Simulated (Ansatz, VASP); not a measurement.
**Nb3C5 in VASP and in Ansatz**

```xyz
8
Lattice="3.0210 0.0000 0.0000 0.0000 3.1161 0.0000 0.0000 0.0000 9.1411" Properties=species:S:1:pos:R:3 pbc="T T T"
Nb    0.0000    1.5580    6.6596
Nb    0.0000    1.5580    2.4815
Nb    0.0000    0.0000    0.0000
C     1.5105    0.0000    5.9144
C     1.5105    1.5580    0.7738
C     1.5105    1.5580    8.3672
C     1.5105    3.1161    3.2267
C     1.5105    0.0000    4.5705
```

Alike in both runs: task single point; functional PBE; k mesh 8 × 8 × 4; occupations gaussian, width 0.2 eV; no spin polarisation.

|  | VASP | Ansatz |
| --- | --- | --- |
| version | VASP 6.6.1 | Ansatz 0.2.0 |
| potentials or method | VASP PAW PBE potentials, release 64 (Nb_sv, C), cutoff 520 eV | scalar-relativistic, plane waves, PAW |
| valence electrons in the cell | 59 | 59 |

VASP gave:

```
gap on the k mesh at the Fermi level (eV)                     : none
pressure (GPa)                                                : -0.1
traceless stress, the component that is largest in VASP (GPa) : -0.65
rms of the force components (eV/Å)                            : 0.047
```

Question: Estimate Ansatz's values.

Answer: gap on the k mesh at the Fermi level (eV): none; pressure (GPa): 0.1; traceless stress, the component that is largest in VASP (GPa): -0.93; rms of the force components (eV/Å): 0.051.

Atom by atom the forces differ by 0.020 eV/Å (rms over components). A gap of «none» marks a metal or a gap that the smearing closes.
